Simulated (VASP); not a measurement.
Here is a VASP 6.6.1 calculation.

The input POSCAR:

```
C
1.0
    1.7471523553      0.0000000000      0.0000000000
    0.0000000000      1.7471523553      0.0000000000
    0.0000000000      0.0000000000      1.7471523553
C
1
Direct
    0.0000000000      0.0000000000      0.0000000000
```

File INCAR.step1:

```
PREC = Accurate
ENCUT = 520
ISMEAR = -1
SIGMA = 0.05
LREAL = F
LASPH = T
NELM = 60
NBANDS = 8
GGA = PE
ALGO = Normal
EDIFF = 1E-4
LWAVE = T
LCHARG = F
```

File INCAR.step2:

```
PREC = Accurate
ENCUT = 520
EDIFF = 1E-6
ISMEAR = -1
SIGMA = 0.05
LREAL = F
LASPH = T
NELM = 60
ALGO = Normal
ISIF = 2
LWAVE = F
LCHARG = F
METAGGA = R2SCAN
LMIXTAU = T
NBANDS = 8
ISTART = 1
```

KPOINTS

```
regular mesh
0
Gamma
  9 9 9
```

Potentials or basis: VASP PAW PBE potentials, release 64 (C).

Command:

```bash
$ cat potpaw_PBE.64/C/POTCAR > POTCAR
$ cp INCAR.step1 INCAR
$ mpirun -np 1 vasp_std > vasp.out
$ cp INCAR.step2 INCAR
$ mpirun -np 1 vasp_std > vasp.out
```

Q: Estimate the pressure.

A: 20.5 GPa.

Q: Estimate the band gap on the k mesh.

A: Zero (band 2 reaches 22.00 eV, above the bottom of band 3 at 10.00 eV).

Caveat: the k points lie up to 0.40 Å⁻¹ apart; the PAW data sets were made with another functional, which shifts forces and pressure a little.
